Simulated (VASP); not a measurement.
Set up this calculation in VASP 6.6.1, as the native input.

| Property | Result |
| --- | --- |
| Task | single point |
| Functional | PBE |
| Potentials or basis | VASP PAW PBE potentials, release 64 (Hf_pv, Ti_sv, N) |
| Cutoff | 520 eV |
| k mesh | 12 × 12 × 6 |
| Occupations | gaussian, width 0.1 eV |
| Spin | no spin polarisation |
| Dipole correction | no |
| Further INCAR settings | ALGO = Normal; EDIFF = 1e-07; NBANDS = 32 |

The structure of Hf2TiN3 lies in POSCAR:

```
Hf2TiN3
1.0
    3.1639877930      0.0000000000      0.0000000000
   -1.5819938965      2.7400938060      0.0000000000
    0.0000000000      0.0000000000      7.6736894000
Hf Ti N
2 1 3
Direct
    0.3333333333      0.6666666667      0.6757570000
    0.6666666667      0.3333333333      0.3242430000
    0.0000000000      0.0000000000      0.0000000000
    0.6666666667      0.3333333333      0.8422610000
    0.0000000000      0.0000000000      0.5000000000
    0.3333333333      0.6666666667      0.1577390000
```

These files were run (other wordings do the same):

INCAR

```
PREC = Accurate ; ENCUT = 520
EDIFF = 1E-7 ; ISMEAR = 0
SIGMA = 0.1 ; LREAL = False
LASPH = True ; NELM = 60
ALGO = Normal ; ISIF = 2
LWAVE = False ; LCHARG = False
GGA = PE ; NBANDS = 32
```

KPOINTS

```
Automatic mesh
0
Gamma
  12 12 6
```

Potentials or basis: VASP PAW PBE potentials, release 64 (Hf_pv, Ti_sv, N).

Command:

```console
$ cat potpaw_PBE.64/Hf_pv/POTCAR potpaw_PBE.64/Ti_sv/POTCAR potpaw_PBE.64/N/POTCAR > POTCAR
$ mpirun -np 1 vasp_std > vasp.out
```

It gave:

```yaml
Pressure: -1.6 GPa
Largest_force: 0.135 eV/Å
```

Wall time 3.1 min on 1 thread of Intel(R) Xeon(R) 6975P-C (Granite Rapids) (shared host), peak memory 0.32 GiB.
